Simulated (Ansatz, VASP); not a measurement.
Given: the input of a run of VASP 6.6.1 on Ir.

The input POSCAR:

```
Ir
1.0
    2.7141925539      0.0000000000      0.0000000000
   -1.3570962769      2.3505597024      0.0000000000
    0.0000000000      0.0000000000      4.4019813909
Ir
2
Direct
    0.3333333333      0.6666666667      0.2500000000
    0.6666666667      0.3333333333      0.7500000000
```

INCAR.step1

```
PREC     = Accurate       # precision mode
ENCUT    = 520            # plane-wave cutoff, eV
ISMEAR   = -1             # smearing method
SIGMA    = 0.05           # smearing width, eV
LREAL    = F              # projectors in reciprocal space
LASPH    = T              # aspherical terms in the spheres
NELM     = 80             # most SCF steps
NBANDS   = 16             # bands
GGA      = PE             # functional
ALGO     = Normal         # electronic algorithm
EDIFF    = 1E-4           # SCF threshold, eV
LWAVE    = T              # write WAVECAR
LCHARG   = F              # write CHGCAR
```

The input INCAR.step2:

```
PREC     = Accurate       # precision mode
ENCUT    = 520            # plane-wave cutoff, eV
EDIFF    = 1E-6           # SCF threshold, eV
ISMEAR   = -1             # smearing method
SIGMA    = 0.05           # smearing width, eV
LREAL    = F              # projectors in reciprocal space
LASPH    = T              # aspherical terms in the spheres
NELM     = 80             # most SCF steps
ALGO     = Normal         # electronic algorithm
ISIF     = 2              # what is computed and relaxed
LWAVE    = F              # write WAVECAR
LCHARG   = F              # write CHGCAR
METAGGA  = R2SCAN         # meta-GGA
LMIXTAU  = T            
NBANDS   = 16             # bands
ISTART   = 1
```

The input KPOINTS:

```
regular mesh
0
Gamma
  11 11 6
```

Potentials or basis: VASP PAW PBE potentials, release 64 (Ir).

Run with:

```console
$ cat potpaw_PBE.64/Ir/POTCAR > POTCAR
$ cp INCAR.step1 INCAR
$ mpirun -np 1 vasp_std > vasp.out
$ cp INCAR.step2 INCAR
$ mpirun -np 1 vasp_std > vasp.out
```

Task: Set up the same calculation for Ansatz 0.2.0. Potentials there: Ansatz PAW.

Result: As run (the cutoff follows the program's own potentials):

input.yaml

```yaml
crystal:
  lattice:
    - [2.7141925539, 0.0, 0.0]
    - [-1.3570962769, 2.3505597024, 0.0]
    - [0.0, 0.0, 4.4019813909]
  atoms:
    - { symbol: Ir, position: [0.3333333333, 0.6666666667, 0.25] }
    - { symbol: Ir, position: [0.6666666667, 0.3333333333, 0.75] }
hamiltonian:
  xc: r2scan
  pseudopotentials: { kind: paw }
kpoints:
  mp_grid: { grid: [11, 11, 6] }
scf:
  occupations: { method: fermi_dirac, width: 0.05 }
output:
  forces: true
  stress: true
  eigenvalues: true
```

Potentials or basis: Ansatz PAW.

The run is started by

```sh
$ ansatz run input.yaml --threads 1 --pin off --max-ram 3584MiB --backend cpu --events-out ev --progress --plain --runs-dir out
```

Both were run:

|  | VASP | Ansatz | Ansatz less VASP |
| --- | --- | --- | --- |
| gap on the k mesh at the Fermi level (eV) | none | none | - |
| pressure (GPa) | 9.0 | 6.3 | -2.69 |
| traceless stress, the component that is largest in VASP (GPa) | -0.03 | -0.16 | -0.137 |

VASP's potentials were made for PBE, not for r2SCAN. A gap of «none» marks a metal or a gap that the smearing closes. The functional is the same, so the differences come from potentials, cutoffs and numerics. VASP's potentials hold 18 valence electrons a cell and Ansatz's 34, so a difference there can come from the potentials and not from the codes.

Neither program's run includes spin-orbit coupling.
